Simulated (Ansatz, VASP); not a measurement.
**MnH4: VASP beside Ansatz**

The input INCAR:

```
PREC     = Accurate       # precision mode
ENCUT    = 520            # plane-wave cutoff, eV
EDIFF    = 1E-6           # SCF threshold, eV
ISMEAR   = 0              # smearing method
SIGMA    = 0.1            # smearing width, eV
LREAL    = F              # projectors in reciprocal space
LASPH    = T              # aspherical terms in the spheres
NELM     = 150            # most SCF steps
ALGO     = Normal         # electronic algorithm
ISIF     = 2              # what is computed and relaxed
LWAVE    = F              # write WAVECAR
LCHARG   = F              # write CHGCAR
ISPIN    = 2              # spin polarisation
MAGMOM   = 4 0 0 0 0      # initial moments
LORBIT   = 11             # projections on sites
LMAXMIX  = 4              # l up to which the mixer works
GGA      = PE             # functional
NBANDS   = 20             # bands
```

KPOINTS

```
regular mesh
0
Gamma
  6 6 6
```

The input POSCAR:

```
MnH4
1.0
    3.5468657000      0.0000000000      0.0000000000
    0.0000000000      3.5468657000      0.0000000000
    0.0000000000      0.0000000000      3.5468657000
Mn H
1 4
Direct
    0.5000000000      0.5000000000      0.5000000000
    0.0000000000      0.0000000000      0.0000000000
    0.5000000000      0.5000000000      0.0000000000
    0.5000000000      0.0000000000      0.5000000000
    0.0000000000      0.5000000000      0.5000000000
```

Input for Ansatz:

```yaml
crystal:
  lattice:
    - [3.5468657, 0.0, 0.0]
    - [0.0, 3.5468657, 0.0]
    - [0.0, 0.0, 3.5468657]
  atoms:
    - { symbol: Mn, position: [0.5, 0.5, 0.5], spin: 4.0 }
    - { symbol: H, position: [0.0, 0.0, 0.0] }
    - { symbol: H, position: [0.5, 0.5, 0.0] }
    - { symbol: H, position: [0.5, 0.0, 0.5] }
    - { symbol: H, position: [0.0, 0.5, 0.5] }
basis:
  ecutwfc: 420
kpoints:
  mp_grid: { grid: [6, 6, 6] }
hamiltonian:
  xc: pbe
scf:
  occupations: { method: gaussian, width: 0.1 }
  lower_state_search: "off"
output:
  forces: true
  stress: true
  eigenvalues: true
  populations: true
magnetization:
  spin_polarized: true
```

Change from the starting cell: species swapped into the Ni4N type (Pm-3m, No. 221).

Alike in both runs: task single point; functional PBE; k mesh 6 × 6 × 6; occupations gaussian, width 0.1 eV; collinear spin.

|  | VASP | Ansatz |
| --- | --- | --- |
| version | VASP 6.6.1 | Ansatz 0.2.0 |
| potentials or method | VASP PAW PBE potentials, release 64 (Mn_pv, H), cutoff 520 eV | scalar-relativistic, plane waves, PAW |
| valence electrons in the cell | 17 | 19 |

```tsv
	VASP	Ansatz	Ansatz less VASP
gap on the k mesh at the Fermi level (eV)	none	none	-
pressure (GPa)	-5.5	-5.4	+0.08
net moment per atom (μB)	0.61	0.61	0.000
size of the moment on the site where the two differ most (μB)	3.75	3.05	-0.698
```

Site moments also hang on the region over which each program counts them. A gap of «none» marks a metal or a gap that the smearing closes. VASP's potentials hold 17 valence electrons a cell and Ansatz's 19, so a difference there can come from the potentials and not from the codes.
